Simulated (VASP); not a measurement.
Input of a VASP 6.6.1 run:

File INCAR:

```
SYSTEM = TaN
  PREC = Accurate
  ENCUT = 600
  EDIFF = 1E-7
  ISMEAR = -1
  SIGMA = 0.1
  LREAL = .FALSE.
  LASPH = .TRUE.
  NELM = 80
  ALGO = Normal
  ISIF = 3
  LWAVE = .FALSE.
  LCHARG = .FALSE.
  GGA = PS
  IBRION = 2
  NSW = 80
  EDIFFG = -0.02
```

The input KPOINTS:

```
regular mesh
0
G
  5 5 7
  0 0 0
```

The input POSCAR:

```
TaN
1.0
    5.1910000000      0.0000000000      0.0000000000
   -2.5955000000      4.4955378700      0.0000000000
    0.0000000000      0.0000000000      2.9080000000
Ta N
3 3
Direct
    0.0000000000      0.0000000000      0.0000000000
    0.3333333333      0.6666666667      0.5000000000
    0.6666666667      0.3333333333      0.5000000000
    0.5000000000      0.0000000000      0.0000000000
    0.5000000000      0.5000000000      0.0000000000
    0.0000000000      0.5000000000      0.0000000000
```

Potentials or basis: VASP PAW PBE potentials, release 64 (Ta_pv, N).

Launch:

```bash
$ cat potpaw_PBE.64/Ta_pv/POTCAR potpaw_PBE.64/N/POTCAR > POTCAR
$ mpirun -np 1 vasp_std > vasp.out
```

Question: Predict the space group after relaxing (to 0.05 Å).

Answer: P6/mmm (No. 191).

Question: Estimate the relaxed volume.

Answer: 11.40 Å³/atom.

Question: Predict the relaxed cell.

Answer: a = 5.218 Å, b = 5.218 Å, c = 2.900 Å, α = 90.00°, β = 90.00°, γ = 120.00°.

Final structure:
```
Ta N
1.0
     5.21809    0.00000    0.00000
    -2.60905    4.51900    0.00000
     0.00000    0.00000    2.89968
Ta N
3 3
Cartesian
  0.0000 0.0000 0.0000
  0.0000 3.0127 1.4498
  2.6090 1.5063 1.4498
  2.6090 0.0000 0.0000
  1.3045 2.2595 0.0000
  -1.3045 2.2595 0.0000
```

Caveat: the PAW data sets were made with another functional, which shifts forces and pressure a little. Zero-point motion and thermal expansion aren't in these numbers.
